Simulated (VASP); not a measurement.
Wanted: the native input for a VASP 6.6.1 run.

| Property | Result |
| --- | --- |
| Task | single point |
| Functional | PBE |
| Potentials or basis | VASP PAW PBE potentials, release 64 (In_d, Ga_d, P, As) |
| Cutoff | 520 eV |
| k mesh | 3 × 3 × 4 |
| Occupations | gaussian, width 0.1 eV |
| Spin | no spin polarisation |
| Dipole correction | no |
| Further INCAR settings | ALGO = Normal; EDIFF = 1e-07; NBANDS = 40 |

The structure of InGa3AsP lies in POSCAR:

```
InGa3AsP
1.0
    5.3816619460     -0.0000000027      0.0000000000
   -2.6908309707      4.6606559611      0.0000000000
    0.0000000000      0.0000000000      5.0550898626
In Ga P As
1 3 1 1
Direct
    0.3333333333      0.6666666667      0.0000000000
    0.5042956373      0.0085912745      0.5000000000
    0.9914087255      0.4957043627      0.5000000000
    0.5042956373      0.4957043627      0.5000000000
    0.6666666667      0.3333333333      0.0000000000
    0.0000000000      0.0000000000      0.0000000000
```

The cell was generated, and may not be a known phase.

The input as run:

INCAR

```
SYSTEM = InGa3AsP
PREC = Accurate
ENCUT = 520
EDIFF = 1E-7
ISMEAR = 0
SIGMA = 0.1
LREAL = .FALSE.
LASPH = .TRUE.
NELM = 80
ALGO = Normal
ISIF = 2
LWAVE = .FALSE.
LCHARG = .FALSE.
GGA = PE
NBANDS = 40
```

KPOINTS

```
regular mesh
0
G
  3 3 4
  0 0 0
```

Potentials or basis: VASP PAW PBE potentials, release 64 (In_d, Ga_d, P, As).

Command:

```console
$ cat potpaw_PBE.64/In_d/POTCAR potpaw_PBE.64/Ga_d/POTCAR potpaw_PBE.64/P/POTCAR potpaw_PBE.64/As/POTCAR > POTCAR
$ mpirun -np 1 vasp_std > vasp.out
```

It gave:

```
Pressure               : 0.1 GPa
Largest force          : 0.005 eV/Å
Band gap on the k mesh : zero (bands 31 and 32 overlap by 1.22 eV)
```

Caveat: the k points lie up to 0.45 Å⁻¹ apart, too coarse for converged energies and pressures of a metal; spin-orbit coupling is left out, which moves the levels of the heavy elements.

Wall time 100 s on 1 thread of Intel Xeon 8259CL, with other jobs on the host, peak memory 0.27 GiB.
